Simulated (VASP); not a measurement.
Mg3H2:

```
Mg H
1.0
     2.80165    1.61753    5.09942
    -2.80165    1.61753    5.09942
     0.00000   -3.23506    5.09942
Mg H
6 4
Direct
  0.05625 0.44375 0.75000
  0.75000 0.05625 0.44375
  0.44375 0.75000 0.05625
  0.94375 0.55625 0.25000
  0.25000 0.94375 0.55625
  0.55625 0.25000 0.94375
  0.85218 0.85218 0.85218
  0.64782 0.64782 0.64782
  0.14782 0.14782 0.14782
  0.35218 0.35218 0.35218
```

* Program: VASP 6.6.1
* Task: relaxation of cell and atoms
* Functional: PBE
* Potentials or basis: VASP PAW PBE potentials, release 64 (Mg, H)
* Cutoff: 600 eV
* k mesh: 6 × 6 × 6
* Occupations: gaussian, width 0.1 eV
* Spin: no spin polarisation

At the start: pressure 0.8 GPa; volume 13.87 Å³/atom.

**Question.** Where does the relaxation end?

**Answer.** Over 13 steps the energy falls by 67.1 meV/atom and the volume is 13.65 Å³/atom (-1.6 %); space group R-3c (No. 167, to 0.1 Å) before and after.

The path:
| step | energy change (eV) | largest force (eV/Å) | pressure (GPa) | volume (Å³) |
| --- | --- | --- | --- | --- |
| 1 | 0.0000 | 0.7328 | 0.79 | 138.66 |
| 2 | -0.1710 | 0.5313 | 0.01 | 140.02 |
| 3 | -0.4155 | 0.3073 | -1.65 | 144.14 |
| 4 | -0.4288 | 0.2819 | -1.93 | 145.16 |
| 5 | -0.5133 | 0.2768 | -0.34 | 139.54 |
| 6 | -0.5292 | 0.2715 | 0.83 | 136.06 |
| 7 | -0.5728 | 0.2167 | 0.56 | 136.37 |
| 8 | -0.6214 | 0.1528 | 0.10 | 136.97 |
| 9 | -0.6297 | 0.1828 | -0.05 | 137.24 |
| 10 | -0.6213 | 0.2339 | -0.26 | 137.75 |
| 11 | -0.6319 | 0.1970 | -0.11 | 137.37 |
| 12 | -0.6623 | 0.1020 | 0.08 | 136.88 |
| 13 | -0.6706 | 0.0120 | 0.31 | 136.49 |

Final structure:
```xyz
10
Lattice="2.7616 1.5944 5.1664 -2.7616 1.5944 5.1664 0.0000 -3.1888 5.1664" Properties=species:S:1:pos:R:3 pbc="T T T"
Mg   -0.9179   -1.5944    6.4580
Mg    1.8397    0.0023    6.4580
Mg   -0.9219    1.5921    6.4580
Mg    0.9179    1.5944    9.0412
Mg   -1.8397   -0.0023    9.0412
Mg    0.9218   -1.5921    9.0412
H     0.0000    0.0000   12.8348
H     0.0000    0.0000   10.4140
H     0.0000    0.0000    2.6644
H     0.0000    0.0000    5.0852
```
